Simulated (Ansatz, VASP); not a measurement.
## One calculation of Sn, two programs

POSCAR

```
Sn
1.0
   -1.9135983374      1.9135983374      1.8946518192
    1.9135983374     -1.9135983374      1.8946518192
    1.8757053010      1.8757053010     -1.8946518192
Sn
1
Direct
    0.0000000000      0.0000000000      0.0000000000
```

The input INCAR.step1:

```
PREC = Accurate
ENCUT = 520
ISMEAR = -1
SIGMA = 0.08
LREAL = False
LASPH = True
NELM = 100
NBANDS = 13
GGA = PE
ALGO = Normal
EDIFF = 1E-4
LWAVE = True
LCHARG = False
```

INCAR.step2

```
PREC = Accurate
ENCUT = 520
EDIFF = 1E-8
ISMEAR = -1
SIGMA = 0.08
LREAL = False
LASPH = True
NELM = 100
ALGO = Normal
ISIF = 2
LWAVE = False
LCHARG = False
METAGGA = R2SCAN
LMIXTAU = True
LEFG = True
NBANDS = 13
ISTART = 1
```

KPOINTS

```
Automatic mesh
0
Gamma
  14 14 14
```

Input for Ansatz:

```yaml
crystal:
  lattice:
    - [-1.9135983374, 1.9135983374, 1.8946518192]
    - [1.9135983374, -1.9135983374, 1.8946518192]
    - [1.875705301, 1.875705301, -1.8946518192]
  atoms:
    - { symbol: Sn, position: [0.0, 0.0, 0.0] }
kpoints:
  mp_grid: { grid: [14, 14, 14] }
scf:
  occupations: { method: fermi_dirac, width: 0.08 }
hamiltonian:
  xc: r2scan
  pseudopotentials: { kind: all_electron, datasets: crystal }
output:
  forces: true
  stress: true
  eigenvalues: true
  efg: { contact_densities: true }
```

Change from the starting cell: xy shear strain of -2 %, crystal datasets.

Alike in both runs: task electric field gradients; functional r2SCAN; k mesh 14 × 14 × 14; occupations fermi-dirac, width 0.08 eV; no spin polarisation.

```csv
,VASP,Ansatz
version,VASP 6.6.1,Ansatz 0.2.0
potentials or method,"VASP PAW PBE potentials, release 64 (Sn_d), cutoff 520 eV","all-electron PAW with datasets made for the crystal, scalar-relativistic"
```

|  | VASP | Ansatz | Ansatz less VASP |
| --- | --- | --- | --- |
| pressure (GPa) | -0.5 | -0.5 | +0.02 |
| traceless stress, the component that is largest in VASP (GPa) | 0.68 | 0.68 | 0.000 |
| size of Vzz on the site where it differs most (V/Å²) | 11.6 | 12.2 | +0.63 |

VASP's potentials were made for PBE, not for r2SCAN. Ansatz ran all-electron here, and VASP with PAW potentials.
